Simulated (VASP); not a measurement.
# Ca (I4/mmm) in VASP: settings compared

Ca is run at these levels: PBE+D4, LDA; tasks: single point.

Everything below comes from runs of VASP 6.6.1. Logs are shortened: lines on timing, memory, paths and dates and some standing lists are left out, and cuts for length are marked.

## 1. The cell of the first run

Symmetry: I4/mmm, No. 139, tetragonal system. Conventional cell: a = 4.410 Å, b = 4.410 Å, c = 4.392 Å, α = 90.00°, β = 90.00°, γ = 90.00°. Ca (site symmetry 4/mmm) has 14 Ca at 3.81 to 4.41 Å within 5.0 Å.

This isn't the form of Ca at room conditions, which is fcc.

## 2. Single point, PBE+D4

INCAR

```
SYSTEM = Ca
PREC = Accurate ; ENCUT = 520
EDIFF = 1E-6 ; ISMEAR = 0
SIGMA = 0.05 ; LREAL = .FALSE.
LASPH = .TRUE. ; NELM = 80
ALGO = Fast ; ISIF = 2
LWAVE = .FALSE. ; LCHARG = .TRUE.
GGA = PE ; IVDW = 13
LELF = .TRUE. ; LVHAR = .TRUE.
NBANDS = 11
```

KPOINTS

```
regular mesh
0
G
  6 6 6
  0 0 0
```

POSCAR

```
Ca
1.0
   -2.2052049036      2.2052049036      2.1961148100
    2.2052049036     -2.2052049036      2.1961148100
    2.2052049036      2.2052049036     -2.1961148100
Ca
1
Direct
    0.5000000000      0.5000000000      0.0000000000
```

Potentials or basis: VASP PAW PBE potentials, release 64 (Ca_sv).

Command:

```
$ cat potpaw_PBE.64/Ca_sv/POTCAR > POTCAR
$ mpirun -np 1 vasp_std > vasp.out
```

OUTCAR:

```text
SYSTEM = Ca
   PREC = Accurate
   ENCUT = 520
   EDIFF = 1E-6
   ISMEAR = 0
   LREAL = .FALSE.
   LASPH = .TRUE.
   NELM = 80
   ISIF = 2
   GGA = PE
   IVDW = 13

 ion  position               nearest neighbor table
   1  0.500  0.500  0.000-

  LATTYP: Found a body centered tetragonal cell.
 ALAT       =     4.4104098072
 C/A-ratio  =     0.9958778916

  Lattice vectors:

 A1 = (  -2.2052049036,   2.2052049036,   2.1961148100)
 A2 = (   2.2052049036,  -2.2052049036,   2.1961148100)
 A3 = (   2.2052049036,   2.2052049036,  -2.1961148100)

Analysis of symmetry for initial positions (statically):
=====================================================================
 Subroutine PRICEL returns:
 Original cell was already a primitive cell.

 Routine SETGRP: Setting up the symmetry group for a
 body centered tetragonal supercell.

 Subroutine GETGRP returns: Found 16 space group operations
 (whereof 16 operations were pure point group operations)
 out of a pool of 16 trial point group operations.

The static configuration has the point symmetry D_4h.

Analysis of symmetry for dynamics (positions and initial velocities):
=====================================================================
 Subroutine PRICEL returns:
 Original cell was already a primitive cell.

 Routine SETGRP: Setting up the symmetry group for a
 body centered tetragonal supercell.

 Subroutine GETGRP returns: Found 16 space group operations
 (whereof 16 operations were pure point group operations)
 out of a pool of 16 trial point group operations.

The dynamic configuration has the point symmetry D_4h.

 Subroutine INISYM returns: Found 16 space group operations
 (whereof 16 operations are pure point group operations),
 and found     1 'primitive' translations

----------------------------------------------------------------------------------------

                                     Primitive cell

  volume of cell :      42.7182

  direct lattice vectors                    reciprocal lattice vectors
    -2.205204904  2.205204904  2.196114810     0.000000000  0.226736300  0.227674800
     2.205204904 -2.205204904  2.196114810     0.226736300  0.000000000  0.227674800
     2.205204904  2.205204904 -2.196114810     0.226736300  0.226736300  0.000000000

  length of vectors
     3.814285987  3.814285987  3.814285987     0.321317855  0.321317855  0.320653550

  position of ions in fractional coordinates (direct lattice)
     0.500000000  0.500000000  0.000000000

  ion indices of the primitive-cell ions
   primitive index   ion index
                 1           1

[... 84 lines left out ...]
   EMIN   =  10.00;   EMAX   =-10.00  energy-range for DOS
   EFERMI =   0.00;   METHOD = LEGACY
   ISMEAR =     0;   SIGMA  =   0.05  broadening in eV -4-tet -1-fermi 0-gaus
   EFERMI_NEDOS =   21; number of points for ismear=-14 and -15
   IALGO  =     68    algorithm
   IMIX   =      4    mixing-type and parameters
     AMIX     =   0.40;   BMIX     =  1.00
     AMIX_MAG =   1.60;   BMIX_MAG =  1.00
  volume/ion in A,a.u.               =      42.72       288.28
  Fermi-wavevector in a.u.,A,eV,Ry     =   1.008952  1.906643 13.850516  1.017984
  Thomas-Fermi vector in A             =   2.141851
   LORBIT       =      0    0 simple, 1 ext, 2 COOP (PROOUT), +10 PAW based schemes
   GGA     = PE    functional components
   LHFCALC =     F    Hartree Fock is set to
   AEXX    =    0.0000 exact exchange contribution
   IVDW    =    13    specifies the selected vdW correction
   LEPSILON=     F    determine dielectric tensor
   LRPA    =     F    only Hartree local field effects (RPA)
 non-spin polarized calculation
 RMM-DIIS sequential band-by-band and
 Gauss-broadening in eV      SIGMA  =   0.05
  energy-cutoff  :      520.00
  volume of cell :       42.72
 maximum number of plane-waves:      1160
   NGX = 15   NGY = 15   NGZ = 15

 number of electron      10.0000001 magnetization

 Free energy of the ion-electron system (eV)
  ---------------------------------------------------
  ext. energy  EPLUGINS =         0.00000000
  ---------------------------------------------------
  free energy    TOTEN  =        -1.90811493 eV

  energy without entropy =       -1.90506503  energy(sigma->0) =       -1.90658998

 E-fermi :   1.9621     XC(G=0):  -7.7003

 val. band max:        1.9255185311   @ k =   0.5000   0.0000  -0.0000
 cond. band min:       1.9625816297   @ k =   0.5000   0.5000   0.3333
 fundamental gap:      0.0370630987
 Fermi energy:         1.9621133276

 k-point     1 :       0.0000    0.0000    0.0000
  band No.  band energies     occupation
      1     -40.1500      2.00000
      2     -21.0665      2.00000
      3     -21.0649      2.00000
      4     -21.0649      2.00000
      5      -2.0891      2.00000
      6       4.2138      0.00000
      7       4.2316      0.00000
      8       4.2316      0.00000
      9       5.2549      0.00000
     10       5.2789      0.00000
     11      12.0851      0.00000
[... 309 lines left out ...]
 k-point    24 :      -0.1667   -0.3333    0.1667
  band No.  band energies     occupation
      1     -40.1365      2.00000
      2     -21.1609      2.00000
      3     -21.1116      2.00000
      4     -21.0914      2.00000
      5       0.1392      2.00000
      6       2.9904      0.00000
      7       3.7758      0.00000
      8       4.4470      0.00000
      9       5.4593      0.00000
     10       5.5017      0.00000
     11       8.5351      0.00000

 [... further k-points ...]

------------------------ aborting loop because EDIFF is reached ----------------------------------------

  DFT-D4 for vdW energy calculation

  Edisp (eV):   -0.17319

  FORCE on cell =-STRESS in cart. coord.  units (eV):
  Direction    XX          YY          ZZ          XY          YZ          ZX
  --------------------------------------------------------------------------------------
  -------------------------------------------------------------------------------------
  Total      -0.18219    -0.18219    -0.18603     0.00000     0.00000     0.00000
  in kB      -6.83328    -6.83328    -6.97736     0.00000     0.00000     0.00000
  external pressure =       -6.88 kB  Pullay stress =        0.00 kB

 VOLUME and BASIS-vectors are now :
 -----------------------------------------------------------------------------
  energy-cutoff  :      520.00
  volume of cell :       42.72
      direct lattice vectors                 reciprocal lattice vectors
    -2.205204904  2.205204904  2.196114810     0.000000000  0.226736300  0.227674800
     2.205204904 -2.205204904  2.196114810     0.226736300  0.000000000  0.227674800
     2.205204904  2.205204904 -2.196114810     0.226736300  0.226736300  0.000000000

 POSITION                                       TOTAL-FORCE (eV/Angst)
 -----------------------------------------------------------------------------------
      0.00000      0.00000      2.19611         0.000000     -0.000000      0.000000
 -----------------------------------------------------------------------------------
    total drift:                                0.000000     -0.000000      0.000000

  FREE ENERGIE OF THE ION-ELECTRON SYSTEM (eV)
  ---------------------------------------------------
  free  energy   TOTEN  =        -2.0813036881 eV

  energy  without entropy=       -2.0782537883  energy(sigma->0) =       -2.07977874
```

stdout:

```text
POSCAR found type information on POSCAR Ca
 POSCAR found :  1 types and       1 ions
 scaLAPACK will be used
 LDA part: xc-table for (Slater+PW92), standard interpolation
 POSCAR, INCAR and KPOINTS ok, starting setup
 FFT: planning ... GRIDC
 FFT: planning ... GRID_SOFT
 FFT: planning ... GRID
 WAVECAR not read
 entering main loop
WARNING in EDDRMM: call to ZHEGV failed, returncode =   8  4      6
```

Wall time 9.2 s (1 thread of Intel Xeon 6975P-C (Granite Rapids), shared host); peak memory 0.15 GiB.

Results:

* Free energy: -2.0813 eV
* Pressure: -0.7 GPa
* Band gap on the k mesh: zero (bands 5 and 6 overlap by 0.21 eV)
* Dispersion energy per atom: -0.173 eV

## 3. Single point, LDA

INCAR

```
SYSTEM = Ca
PREC     = Accurate       ! precision mode
ENCUT    = 520            ! plane-wave cutoff, eV
EDIFF    = 1E-6           ! SCF threshold, eV
ISMEAR   = -1             ! smearing method
SIGMA    = 0.15           ! smearing width, eV
LREAL    = .False.        ! projectors in reciprocal space
LASPH    = .True.         ! aspherical terms in the spheres
NELM     = 100            ! most SCF steps
ALGO     = Normal         ! electronic algorithm
ISIF     = 2              ! what is computed and relaxed
LWAVE    = .False.        ! write WAVECAR
LCHARG   = .False.        ! write CHGCAR
GGA      = CA             ! functional
NBANDS   = 11             ! bands
```

KPOINTS

```
Automatic mesh
0
Gamma
  9 9 9
  0.5 0.5 0.5
```

POSCAR is that of step 2.

Potentials or basis: VASP PAW LDA potentials, release 64 (Ca_sv).

Command:

```
$ cat potpaw_LDA.64/Ca_sv/POTCAR > POTCAR
$ mpirun -np 1 vasp_std > vasp.out
```

OUTCAR:

```text
SYSTEM = Ca
   PREC = Accurate
   ENCUT = 520
   EDIFF = 1E-6
   ISMEAR = -1
   LREAL = .False.
   LASPH = .True.
   NELM = 100
   ISIF = 2
   GGA = CA

 ion  position               nearest neighbor table
   1  0.500  0.500  0.000-

  LATTYP: Found a body centered tetragonal cell.
 ALAT       =     4.4104098072
 C/A-ratio  =     0.9958778916

  Lattice vectors:

 A1 = (  -2.2052049036,   2.2052049036,   2.1961148100)
 A2 = (   2.2052049036,  -2.2052049036,   2.1961148100)
 A3 = (   2.2052049036,   2.2052049036,  -2.1961148100)

Analysis of symmetry for initial positions (statically):
=====================================================================
 Subroutine PRICEL returns:
 Original cell was already a primitive cell.

 Routine SETGRP: Setting up the symmetry group for a
 body centered tetragonal supercell.

 Subroutine GETGRP returns: Found 16 space group operations
 (whereof 16 operations were pure point group operations)
 out of a pool of 16 trial point group operations.

The static configuration has the point symmetry D_4h.

Analysis of symmetry for dynamics (positions and initial velocities):
=====================================================================
[... 159 lines left out ...]
 fundamental gap:      0.1044455477
 Fermi energy:         1.7321333558

 k-point     1 :       0.0556    0.0556    0.0556
  band No.  band energies     occupation
      1     -39.8332      2.00000
      2     -21.0725      2.00000
      3     -21.0490      2.00000
      4     -21.0488      2.00000
      5      -1.9255      2.00000
      6       3.7390      0.00000
      7       3.7520      0.00000
      8       4.2187      0.00000
      9       4.9119      0.00000
     10       4.9307      0.00000
     11      11.6113      0.00000
[... 309 lines left out ...]
 k-point    24 :      -0.2778    0.3889    0.0556
  band No.  band energies     occupation
      1     -39.8229      2.00000
      2     -21.1504      2.00000
      3     -21.0896      2.00000
      4     -21.0579      2.00000
      5      -0.1681      1.99999
      6       2.7169      0.00281
      7       3.2376      0.00009
      8       4.5645      0.00000
      9       5.1920      0.00000
     10       5.3784      0.00000
     11       8.0900      0.00000

 [... further k-points ...]
[... 5 lines left out ...]
  --------------------------------------------------------------------------------------
  -------------------------------------------------------------------------------------
  Total       -0.4962105     -0.4962105     -0.4940765      0.0000000      0.0000000      0.0000000
  in kB      -18.6107398    -18.6107398    -18.5307008      0.0000000      0.0000000      0.0000000
  external PRESSURE =     -18.5840602 kB  Pullay stress =       0.0000000 kB

 VOLUME and BASIS-vectors are now :
 -----------------------------------------------------------------------------
  energy-cutoff  :      520.00
  volume of cell :       42.72
      direct lattice vectors                 reciprocal lattice vectors
    -2.205204904  2.205204904  2.196114810     0.000000000  0.226736300  0.227674800
     2.205204904 -2.205204904  2.196114810     0.226736300  0.000000000  0.227674800
     2.205204904  2.205204904 -2.196114810     0.226736300  0.226736300  0.000000000

 POSITION                                       TOTAL-FORCE (eV/Angst)
 -----------------------------------------------------------------------------------
      0.00000      0.00000      2.19611         0.000000      0.000000      0.000000
 -----------------------------------------------------------------------------------
    total drift:                                0.000000     -0.000000      0.000000

  FREE ENERGIE OF THE ION-ELECTRON SYSTEM (eV)
  ---------------------------------------------------
  free  energy   TOTEN  =        -2.2150333217 eV

  energy  without entropy=       -2.1141719372  energy(sigma->0) =       -2.16460263
```

It took 11 s on 1 thread of Intel Xeon 6975P-C (Granite Rapids), shared host; peak memory 0.15 GiB.

What came out:

* Free energy: -2.2150 eV
* Pressure: -1.9 GPa
* Band gap on the k mesh: zero (bands 5 and 6 overlap by 0.25 eV)

The gap in the log of VASP goes by the Fermi energy; the results here count the filled bands.